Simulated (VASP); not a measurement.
A run of VASP 6.6.1 is set up as follows.

INCAR

```
PREC = Accurate
ENCUT = 520
EDIFF = 1E-7
ISMEAR = -1
SIGMA = 0.05
LREAL = F
LASPH = T
NELM = 80
ALGO = Normal
ISIF = 2
LWAVE = F
LCHARG = T
GGA = PS
LELF = T
LVHAR = T
NBANDS = 33
```

KPOINTS

```
regular mesh
0
Gamma
  8 8 4
```

Contents of POSCAR:

```
ZnSn2N2
1.0
    3.2745318374      0.0000000000      0.0000000000
    0.0000000000      3.2745318374      0.0000000000
    0.0000000000      0.0000000000      7.7508742759
Sn Zn N
2 1 2
Direct
    0.5000000000      0.5000000000      0.3137207727
    0.5000000000      0.5000000000      0.6862792273
    0.0000000000      0.0000000000      0.0000000000
    0.0000000000      0.5000000000      0.8514207543
    0.5000000000      0.0000000000      0.1485792457
```

Potentials or basis: VASP PAW PBE potentials, release 64 (Sn_d, Zn, N).

Run with:

```bash
$ cat potpaw_PBE.64/Sn_d/POTCAR potpaw_PBE.64/Zn/POTCAR potpaw_PBE.64/N/POTCAR > POTCAR
$ mpirun -np 1 vasp_std > vasp.out
```

(1) Estimate the largest force.

(2) Predict the pressure.

## Answers

(1) 0.034 eV/Å.

(2) 2.2 GPa.

Caveat: the PAW data sets were made with another functional, which shifts forces and pressure a little.
